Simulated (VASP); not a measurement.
Crystal: Sb.

```
Sb
1.0
     2.15060    1.24165    3.74400
    -2.15060    1.24165    3.74400
     0.00000   -2.48330    3.74400
Sb
2
Direct
  0.23364 0.23364 0.23364
  0.76636 0.76636 0.76636
```

```yaml
Program: VASP 6.6.1
Task: relaxation of cell and atoms
Functional: PBE
Potentials_or_basis: VASP PAW PBE potentials, release 64 (Sb)
Cutoff: 600 eV
k_mesh: 12 × 12 × 12
Occupations: gaussian, width 0.1 eV
Spin: no spin polarisation
```

At the start: pressure 3.2 GPa; volume 29.99 Å³/atom.

Task: How do energy, volume and symmetry change on relaxing?

Result: Over 11 steps the energy falls by 16.0 meV/atom and the volume is 31.77 Å³/atom (+5.9 %); space group R-3m (No. 166, to 0.1 Å) before and after.

The path:
| step | energy change (eV) | largest force (eV/Å) | pressure (GPa) | volume (Å³) |
| --- | --- | --- | --- | --- |
| 1 | 0.0000 | 0.2616 | 3.18 | 59.99 |
| 2 | -0.0168 | 0.2557 | -1.75 | 65.31 |
| 3 | -0.0311 | 0.0624 | 0.05 | 63.06 |
| 4 | -0.0314 | 0.0449 | 0.03 | 63.15 |
| 5 | -0.0317 | 0.0118 | 0.01 | 63.33 |
| 6 | -0.0318 | 0.0031 | 0.00 | 63.41 |
| 7 | -0.0319 | 0.0025 | 0.01 | 63.46 |
| 8 | -0.0319 | 0.0018 | 0.01 | 63.51 |
| 9 | -0.0319 | 0.0017 | 0.02 | 63.52 |
| 10 | -0.0319 | 0.0039 | -0.03 | 63.58 |
| 11 | -0.0319 | 0.0004 | 0.00 | 63.53 |

Final structure:
```
Sb
1.0
     2.18879    1.26370    3.82833
    -2.18879    1.26370    3.82833
     0.00000   -2.52740    3.82833
Sb
2
Cartesian
  0.0000 0.0000 2.6790
  0.0000 0.0000 8.8060
```
